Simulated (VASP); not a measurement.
Runs of VASP 6.6.1 on Mo. The structure is that of space group I4/mmm (No. 139), or close to it. The cells are those of the table. 

```csv
cell,further INCAR settings,gap on the mesh (eV),pressure (GPa)
"a = 2.655 Å, angles 113.6, 107.4, 107.4°, 1 atom",ALGO = Fast; EDIFF = 1e-07; NBANDS = 13,none,18.0
"a = 2.633 Å, angles 115.1, 106.8, 106.8°, 1 atom",ALGO = Fast; EDIFF = 1e-07; NBANDS = 13,none,(b)
"a = 2.791 Å, angles 105.5, 111.5, 111.5°, 1 atom",ALGO = Fast; EDIFF = 1e-06; NBANDS = 13,none,-22.6
"a = 2.803 Å, angles 104.9, 111.8, 111.8°, 1 atom",ALGO = Fast; EDIFF = 1e-06; NBANDS = 13,none,(a)
"a = 2.815 Å, angles 104.2, 112.1, 112.1°, 1 atom",ALGO = Fast; EDIFF = 1e-06; NBANDS = 13,none,-26.3
```

Alike in all rows: task single point; level LDA; potentials or basis VASP PAW LDA potentials, release 64 (Mo_sv); no spin polarisation; k mesh 22 × 22 × 22; cutoff (eV) 520; smearing gaussian 0.15 eV.

Problem. Fill in the values left out.

Solution. (a) -24.5; (b) 29.1.

A k mesh can miss the band edges, and the runs leave out spin-orbit coupling on Mo.

A gap of «none» marks levels without a gap at the run's occupations.
